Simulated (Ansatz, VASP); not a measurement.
**MgSi: VASP beside Ansatz**

The input INCAR:

```
ALGO     = Normal         # electronic algorithm
EDIFF    = 1E-6           # SCF threshold, eV
ENCUT    = 520            # plane-wave cutoff, eV
ISIF     = 2              # what is computed and relaxed
ISMEAR   = 0              # smearing method
LASPH    = T              # aspherical terms in the spheres
LCHARG   = F              # write CHGCAR
LREAL    = F              # projectors in reciprocal space
LWAVE    = F              # write WAVECAR
NBANDS   = 10             # bands
NELM     = 80             # most SCF steps
PREC     = Accurate       # precision mode
SIGMA    = 0.15           # smearing width, eV
```

File KPOINTS:

```
k-points
0
Gamma
  18 18 14
```

POSCAR

```
MgSi
1.0
    2.8614762150      0.0000000000      0.0000000000
    0.0000000000      2.8614762150      0.0000000000
    0.0000000000      0.0000000000      4.2390926739
Mg Si
1 1
Direct
    0.0000000000      0.0000000000      0.0000000000
    0.5000000000      0.5000000000      0.5000000000
```

Input for Ansatz:

```yaml
crystal:
  lattice:
    - [2.861476215, 0.0, 0.0]
    - [0.0, 2.861476215, 0.0]
    - [0.0, 0.0, 4.2390926739]
  atoms:
    - { symbol: Mg, position: [0.0, 0.0, 0.0] }
    - { symbol: Si, position: [0.5, 0.5, 0.5] }
basis:
  ecutwfc: 420
kpoints:
  mp_grid: { grid: [18, 18, 14] }
hamiltonian:
  xc: lda
scf:
  occupations: { method: gaussian, width: 0.15 }
output:
  forces: true
  stress: true
  eigenvalues: true
```

Alike in both runs: task single point; functional LDA; k mesh 18 × 18 × 14; occupations gaussian, width 0.15 eV; no spin polarisation.

```csv
,VASP,Ansatz
version,VASP 6.6.1,Ansatz 0.2.0
potentials or method,"VASP PAW LDA potentials, release 64 (Mg, Si), cutoff 520 eV","scalar-relativistic, plane waves, PAW"
valence electrons in the cell,6,14
```

VASP gave:

* gap on the k mesh at the Fermi level (eV): none
* pressure (GPa): -3.9
* traceless stress, the component that is largest in VASP (GPa): -4.26

**Question.** What did Ansatz give for the same quantities?

**Answer.** gap on the k mesh at the Fermi level (eV): none; pressure (GPa): -3.5; traceless stress, the component that is largest in VASP (GPa): -4.21.

LDA's correlation is that of Perdew and Zunger in VASP and of Perdew and Wang (1992) in Ansatz. A gap of «none» marks a metal or a gap that the smearing closes. VASP's potentials hold 6 valence electrons a cell and Ansatz's 14, so a difference there can come from the potentials and not from the codes.
